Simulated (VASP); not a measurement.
C: single point with LDA

C:

```
C
1.0
     1.75704    1.75704    0.00000
    -1.75704    1.75704    0.00000
     0.00000    1.75704    1.77117
C
2
Direct
  0.50000 0.50000 0.00000
  0.75000 0.25000 0.50000
```

This cell differs from its parent crystal: in-plane strain -0.005.

| Item | Value |
| --- | --- |
| Program | VASP 6.6.1 |
| Task | single point |
| Functional | LDA |
| Potentials or basis | VASP PAW LDA potentials, release 64 (C) |
| Cutoff | 520 eV |
| k mesh | 12 × 12 × 12 |
| Occupations | gaussian, width 0.01 eV |
| Spin | no spin polarisation |

| Quantity | Value |
| --- | --- |
| Pressure | 5.0 GPa |
| Band gap on the k mesh | 4.11 eV, indirect (least direct gap 5.57 eV) |

Stress tensor (GPa, compression positive):
```
 7.57  0.00  0.00
 0.00  7.57  0.00
 0.00  0.00 -0.19
```

Levels at points of the mesh, in eV from the valence-band top:
```tsv
k point	band 2	band 3	band 4	band 5	band 6	band 7
(0.00, 0.00, 0.00)	-0.12	0.00	0.00	5.57	5.57	5.67
(0.50, 0.00, 0.00)	-13.81	-3.00	-2.85	8.44	8.53	9.50
(0.50, 0.50, 0.00)	-12.87	-6.60	-6.60	4.68	4.68	17.16
(0.00, 0.00, 0.50)	-13.00	-6.47	-6.47	4.87	4.87	17.12
```

It took 25 s on 1 thread of Intel Xeon 8259CL, on a shared host, peak memory 0.12 GiB.

Caveat: the cell differs from its parent crystal (in-plane strain -0.005). A k mesh can miss the band edges.
